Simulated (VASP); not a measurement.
Here is a VASP 6.6.1 calculation.

File INCAR:

```
SYSTEM = Nb2SnSe
PREC = Accurate
ENCUT = 500
EDIFF = 1E-6
ISMEAR = 0
SIGMA = 0.1
LREAL = .False.
LASPH = .True.
NELM = 200
ALGO = Normal
ISIF = 2
LWAVE = .False.
LCHARG = .False.
ISPIN = 2
MAGMOM = 0 0 0 0 0 0 0 0
LORBIT = 11
LMAXMIX = 4
GGA = PE
NBANDS = 60
GGA_COMPAT = .False.
```

KPOINTS

```
regular mesh
0
Gamma
  6 6 2
  0 0 0
```

File POSCAR:

```
Nb2SnSe
1.0
    3.3767808100      0.0000000000      0.0000000000
    0.0000000000      3.3767808100      0.0000000000
    0.0000000000      0.0000000000     14.2917727072
Nb Sn Se
4 2 2
Direct
    0.5000000000      0.0000000000      0.6990380646
    0.5000000000      0.0000000000      0.9523823345
    0.0000000000      0.5000000000      0.0476176655
    0.0000000000      0.5000000000      0.3009619354
    0.0000000000      0.5000000000      0.8325604556
    0.5000000000      0.0000000000      0.1674395444
    0.0000000000      0.5000000000      0.6043619423
    0.5000000000      0.0000000000      0.3956380577
```

Potentials or basis: VASP PAW PBE potentials, release 64 (Nb_sv, Sn_d, Se).

Run with:

```bash
$ cat potpaw_PBE.64/Nb_sv/POTCAR potpaw_PBE.64/Sn_d/POTCAR potpaw_PBE.64/Se/POTCAR > POTCAR
$ mpirun -np 1 vasp_std > vasp.out
```

**Question.** What does it give for the largest force?

**Answer.** 0.470 eV/Å.

**Question.** Estimate the net moment.

**Answer.** 0.00 μB per cell.

Stress tensor (GPa, compression positive):
```
 0.07  0.00  0.00
 0.00  0.07  0.00
 0.00  0.00 -0.53
```

Caveat: this functional lacks dispersion, which binds the layers, so the pressure and a relaxed spacing across them are unreliable.
